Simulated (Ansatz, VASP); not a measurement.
# CsBr in VASP and in Ansatz

INCAR

```
SYSTEM = CsBr
PREC = Accurate ; ENCUT = 500
EDIFF = 1E-6 ; ISMEAR = -1
SIGMA = 0.1 ; LREAL = .FALSE.
LASPH = .TRUE. ; NELM = 120
ALGO = Normal ; ISIF = 2
LWAVE = .FALSE. ; LCHARG = .FALSE.
GGA = CA ; NBANDS = 15
GGA_COMPAT = .FALSE.
```

File KPOINTS:

```
regular mesh
0
G
  4 4 4
  0 0 0
```

POSCAR

```
CsBr
1.0
    4.2860000000      0.0000000000      0.0000000000
    0.0000000000      4.2860000000      0.0000000000
    0.0000000000      0.0000000000      4.2860000000
Cs Br
1 1
Direct
    0.0000000000      0.0000000000      0.0000000000
    0.5000000000      0.5000000000      0.5000000000
```

Input for Ansatz:

```yaml
crystal:
  lattice:
    - [4.286, 0.0, 0.0]
    - [0.0, 4.286, 0.0]
    - [0.0, 0.0, 4.286]
  atoms:
    - { symbol: Cs, position: [0.0, 0.0, 0.0] }
    - { symbol: Br, position: [0.5, 0.5, 0.5] }
kpoints:
  mp_grid:
    grid: [4, 4, 4]
hamiltonian:
  xc: lda
  pseudopotentials:
    kind: all_electron
    lapw: {}
scf:
  occupations:
    method: fermi_dirac
output:
  forces: true
  stress: true
  eigenvalues: true
```

Alike in both runs: task single point; functional LDA; k mesh 4 × 4 × 4; no spin polarisation.

|  | VASP | Ansatz |
| --- | --- | --- |
| version | VASP 6.6.1 | Ansatz 0.2.0 |
| potentials or method | VASP PAW LDA potentials, release 64 (Cs_sv, Br), cutoff 500 eV | all-electron (LAPW or listed datasets) |
| occupations | fermi-dirac, width 0.1 eV | fermi-dirac |

```tsv
	VASP	Ansatz	Ansatz less VASP
gap on the k mesh at the Fermi level (eV)	4.14	4.13	-0.008
pressure (GPa)	-1.6	-1.7	-0.06
```

LDA's correlation is that of Perdew and Zunger in VASP and of Perdew and Wang (1992) in Ansatz. Ansatz ran all-electron here, and VASP with PAW potentials.

Spin-orbit coupling is off throughout.
